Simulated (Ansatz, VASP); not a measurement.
One calculation of EuSe2, two programs

```
Eu Se
1.0
     0.00000    3.48898    3.48898
     3.48898    0.00000    3.48898
     3.48898    3.48898    0.00000
Eu Se
1 2
Direct
  0.00000 0.00000 0.00000
  0.25000 0.25000 0.25000
  0.75000 0.75000 0.75000
```

Alike in both runs: task single point; functional PBE; k mesh 8 × 8 × 8; occupations gaussian, width 0.05 eV; collinear spin.

|  | VASP | Ansatz |
| --- | --- | --- |
| version | VASP 6.6.1 | Ansatz 0.2.0 |
| potentials or method | VASP PAW PBE potentials, release 64 (Eu, Se), cutoff 520 eV | scalar-relativistic, plane waves, PAW |
| valence electrons in the cell | 29 | 49 |

```csv
,VASP,Ansatz,Ansatz less VASP
pressure (GPa),0.4,0.4,-0.01
net moment per atom (μB),2.09,2.09,-0.002
size of the moment on the site where the two differ most (μB),6.30,6.46,+0.151
```

Site moments also hang on the region over which each program counts them. VASP's potentials hold 29 valence electrons a cell and Ansatz's 49, so a difference there can come from the potentials and not from the codes. Ansatz's warnings: given moment on shells.

Spin-orbit coupling is off throughout.
